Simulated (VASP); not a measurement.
A run of VASP 6.6.1 is set up as follows.

INCAR

```
SYSTEM = Fe
PREC = Accurate
ENCUT = 600
EDIFF = 1E-6
ISMEAR = -1
SIGMA = 0.05
LREAL = .False.
LASPH = .True.
NELM = 200
ALGO = Normal
ISIF = 2
LWAVE = .False.
LCHARG = .False.
ISPIN = 2
MAGMOM = 0.3
LORBIT = 11
LMAXMIX = 4
GGA = PE
NBANDS = 14
GGA_COMPAT = .False.
```

Contents of KPOINTS:

```
Automatic mesh
0
Gamma
  8 8 8
  0 0 0
```

Contents of POSCAR:

```
Fe
1.0
   -1.4150000000      1.4150000000      1.4150000000
    1.4150000000     -1.4150000000      1.4150000000
    1.4150000000      1.4150000000     -1.4150000000
Fe
1
Direct
    0.0000000000      0.0000000000      0.0000000000
```

Potentials or basis: VASP PAW PBE potentials, release 64 (Fe).

Launch:

```sh
$ cat potpaw_PBE.64/Fe/POTCAR > POTCAR
$ mpirun -np 1 vasp_std > vasp.out
```

Question: What does it give for the net moment?

Answer: 2.25 μB per cell.

Question: What does it give for the pressure?

Answer: 2.1 GPa.

Question: Predict the site moments.

Answer: Fe +2.25 μB.

Caveat: the k points lie up to 0.39 Å⁻¹ apart.
